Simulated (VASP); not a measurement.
The system is Ge.

```
CELL_PARAMETERS angstrom
-3.25835 3.25835 3.25835
3.25835 -3.25835 3.25835
3.25835 3.25835 -3.25835
ATOMIC_POSITIONS crystal
Ge 0.75000 0.75000 0.75000
Ge 0.50000 0.00000 0.75000
Ge 0.00000 0.75000 0.50000
Ge 0.75000 0.50000 0.00000
```

| Item | Value |
| --- | --- |
| Program | VASP 6.6.1 |
| Task | relaxation of cell and atoms |
| Functional | PBE |
| Potentials or basis | VASP PAW PBE potentials, release 64 (Ge_d) |
| Cutoff | 600 eV |
| k mesh | 4 × 4 × 4 |
| Occupations | gaussian, width 0.1 eV |
| Spin | no spin polarisation |

At the start: pressure 6.0 GPa; volume 34.59 Å³/atom.

**Question.** How do energy, volume and symmetry change on relaxing?

**Answer.** Over 3 steps the energy falls by 102.3 meV/atom and the volume is 41.09 Å³/atom (+18.8 %); space group I4_132 (No. 214, to 0.05 Å).

Step by step:
```csv
step,energy change (eV),largest force (eV/Å),pressure (GPa),volume (Å³)
1,0.0000,0.0000,5.99,138.37
2,-0.4084,0.0000,-0.19,165.94
3,-0.4092,0.0000,0.04,164.35
```

Final structure:
```cif
data_structure
_symmetry_space_group_name_H-M 'P 1'
_symmetry_Int_Tables_number 1
_cell_length_a 5.9768
_cell_length_b 5.9768
_cell_length_c 5.9768
_cell_angle_alpha 109.471
_cell_angle_beta 109.471
_cell_angle_gamma 109.471
_cell_volume 164.35
loop_
_atom_site_label
_atom_site_type_symbol
_atom_site_fract_x
_atom_site_fract_y
_atom_site_fract_z
_atom_site_occupancy
Ge1 Ge 0.75000 0.75000 0.75000 1
Ge2 Ge 0.50000 0.00000 0.75000 1
Ge3 Ge 0.00000 0.75000 0.50000 1
Ge4 Ge 0.75000 0.50000 0.00000 1
```

Caveat: the volume moved by over 15 % at a fixed basis, so the end points are rough.
